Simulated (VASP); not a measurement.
Runs of VASP 6.6.1 on CsO. The structure is that of space group Immm (No. 71), or close to it. The cells are those of the table. 

| cell | gap on the mesh (eV) | pressure (GPa) | largest force (eV/Å) |
| --- | --- | --- | --- |
| a = 5.346 Å, angles 129.6, 110.5, 90.7°, 4 atoms | (a) | -2.4 | 0.33 |
| a = 5.447 Å, angles 135.5, 103.8, 92.7°, 4 atoms | 1.66 | (c) | 1.92 |
| a = 5.413 Å, angles 133.7, 105.9, 92.1°, 4 atoms | 1.62 | (b) | 1.42 |
| a = 5.367 Å, angles 131.0, 109.0, 91.1°, 4 atoms | 1.45 | -2.9 | 0.37 |

Alike in all rows: task single point; level LDA; potentials or basis VASP PAW LDA potentials, release 64 (Cs_sv, O); no spin polarisation; k mesh 8 × 8 × 8; cutoff (eV) 520; smearing gaussian 0.05 eV.

Q: Fill in the values left out.

A: (a) 1.34; (b) -3.6; (c) -3.7.

Caveats: spin-orbit coupling is left out, which moves the levels of the heavy elements; forces of over 1 eV/Å act on the atoms, so gaps and moduli don't describe the material at rest (at least some runs); the stress differs along the axes, from -8 to -1 GPa (at least some runs); the cell stands under tension (at least some runs).

A k mesh can miss the band edges, and the runs leave out spin-orbit coupling on Cs.
